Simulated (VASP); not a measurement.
A run of VASP 6.6.1 is set up as follows.

Contents of INCAR:

```
PREC = Accurate ; ENCUT = 520
EDIFF = 1E-6 ; ISMEAR = 0
SIGMA = 0.01 ; LREAL = False
LASPH = True ; NELM = 100
ALGO = Normal ; ISIF = 2
LWAVE = False ; LCHARG = False
GGA = PE ; IVDW = 12
NBANDS = 11
```

Contents of KPOINTS:

```
regular mesh
0
Gamma
  8 8 8
```

File POSCAR:

```
C
1.0
    0.0000000000      1.7784638369      1.7784638369
    1.7784638369      0.0000000000      1.7784638369
    1.7784638369      1.7784638369      0.0000000000
C
2
Direct
    0.0000000000      0.0000000000      0.0000000000
    0.2500000000      0.2500000000      0.2500000000
```

Potentials or basis: VASP PAW PBE potentials, release 64 (C).

The run is started by

```console
$ cat potpaw_PBE.64/C/POTCAR > POTCAR
$ mpirun -np 1 vasp_std > vasp.out
```

(1) Estimate the dispersion energy per atom.

(2) What does it give for the band gap on the k mesh?

Answers

(1) -0.193 eV.

(2) 4.15 eV, indirect (least direct gap 5.61 eV).
